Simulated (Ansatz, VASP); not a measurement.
One calculation of Co, two programs

File INCAR:

```
SYSTEM = Co
ALGO = Normal
EDIFF = 1E-6
ENCUT = 520
GGA = PE
ISIF = 2
ISMEAR = 1
ISPIN = 2
LASPH = .TRUE.
LCHARG = .FALSE.
LMAXMIX = 4
LORBIT = 11
LREAL = .FALSE.
LWAVE = .FALSE.
MAGMOM = 1.69 1.69
NBANDS = 20
NELM = 150
PREC = Accurate
SIGMA = 0.01
```

KPOINTS

```
k-points
0
G
  14 14 8
  0 0 0
```

The input POSCAR:

```
Co
1.0
    2.4935221926      0.0000000000      0.0000000000
   -1.2467610963      2.1594535637      0.0000000000
    0.0000000000      0.0000000000      4.0277844638
Co
2
Direct
    0.3333333333      0.6666666667      0.2500000000
    0.6666666667      0.3333333333      0.7500000000
```

Input for Ansatz:

```yaml
crystal:
  lattice:
    - [2.4935221926, 0.0, 0.0]
    - [-1.2467610963, 2.1594535637, 0.0]
    - [0.0, 0.0, 4.0277844638]
  atoms:
    - { symbol: Co, position: [0.3333333333, 0.6666666667, 0.25], spin: 1.69 }
    - { symbol: Co, position: [0.6666666667, 0.3333333333, 0.75], spin: 1.69 }
hamiltonian:
  xc: pbe
  pseudopotentials:
    kind: paw
    azcp:
      Co: "pseudopotentials/Co.paw.azcp"
basis:
  ecutwfc: 420
  fft_grid_basis: typed
kpoints:
  mp_grid: { grid: [14, 14, 8], shift: [0, 0, 0] }
magnetization:
  spin_polarized: true
scf:
  occupations: { method: methfessel_paxton, width: 0.01 }
  lower_state_search: "off"
output:
  stress: true
```

Alike in both runs: task single point; functional PBE; k mesh 14 × 14 × 8; occupations methfessel-paxton of order 1, width 0.01 eV; collinear spin.

```csv
,VASP,Ansatz
version,VASP 6.6.1,Ansatz 0.2.0
potentials or method,"VASP PAW PBE potentials, release 64 (Co), cutoff 520 eV","plane waves (420 eV) with PAW, scalar-relativistic"
valence electrons in the cell,18,34
```

Ansatz gave:

| Quantity | Value |
| --- | --- |
| pressure (GPa) | 0.0 |
| traceless stress, the component that is largest in VASP (GPa) | -0.17 |
| net moment per atom (μB) | 1.59 |
| size of the moment on the site where the two differ most (μB) | 1.67 |

**Question.** Which values does VASP return?

**Answer.** Pressure (GPa): -0.9; traceless stress, the component that is largest in VASP (GPa): 0.16; net moment per atom (μB): 1.57; size of the moment on the site where the two differ most (μB): 1.59.

Site moments also hang on the region over which each program counts them. VASP's potentials hold 18 valence electrons a cell and Ansatz's 34, so a difference there can come from the potentials and not from the codes. Ansatz's warnings: stability check not made.
